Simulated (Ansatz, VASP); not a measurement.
# C: VASP beside Ansatz

```xyz
1
Lattice="0.0000 1.5430 1.5430 1.5430 0.0000 1.5430 1.5430 1.5430 0.0000" Properties=species:S:1:pos:R:3 pbc="T T T"
C     0.0000    0.0000    0.0000
```

Alike in both runs: task single point; functional PBEsol; k mesh 16 × 16 × 16; occupations fermi-dirac, width 0.03 eV; no spin polarisation.

|  | VASP | Ansatz |
| --- | --- | --- |
| version | VASP 6.6.1 | Ansatz 0.2.0 |
| potentials or method | VASP PAW PBE potentials, release 64 (C), cutoff 520 eV | all-electron LAPW, scalar-relativistic |

Ansatz gave:

| Quantity | Value |
| --- | --- |
| pressure (GPa) | -7.0 |

**Question.** Which values does VASP return?

**Answer.** Pressure (GPa): -6.9.

VASP's potentials were made for PBE, not for PBEsol. Ansatz ran all-electron here, and VASP with PAW potentials.
